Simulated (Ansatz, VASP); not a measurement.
# One calculation of Si2Mo, two programs

```
Si Mo
1.0
    -1.60851    1.60851    3.93656
     1.60851   -1.60851    3.93656
     1.60851    1.60851   -3.93656
Si Mo
2 1
Direct
  0.66490 0.66490 0.00000
  0.33510 0.33510 0.00000
  0.00000 0.00000 0.00000
```

Alike in both runs: functional PBE; k mesh 18 × 18 × 18; occupations gaussian, width 0.1 eV; no spin polarisation.

Ansatz relaxed the structure, and its values are those at the end. VASP's run is a single point on that final structure, the one shown.

|  | VASP | Ansatz |
| --- | --- | --- |
| version | VASP 6.6.1 | Ansatz 0.2.0 |
| potentials or method | VASP PAW PBE potentials, release 64 (Si, Mo_sv), cutoff 520 eV | scalar-relativistic, plane waves, PAW |
| valence electrons in the cell | 22 | 22 |

VASP gave:

| Quantity | Value |
| --- | --- |
| gap on the k mesh at the Fermi level (eV) | none |
| pressure (GPa) | 0.1 |

**Question.** Which values does Ansatz return?

**Answer.** gap on the k mesh at the Fermi level (eV): none; pressure (GPa): 0.0.

A gap of «none» marks a metal or a gap that the smearing closes.
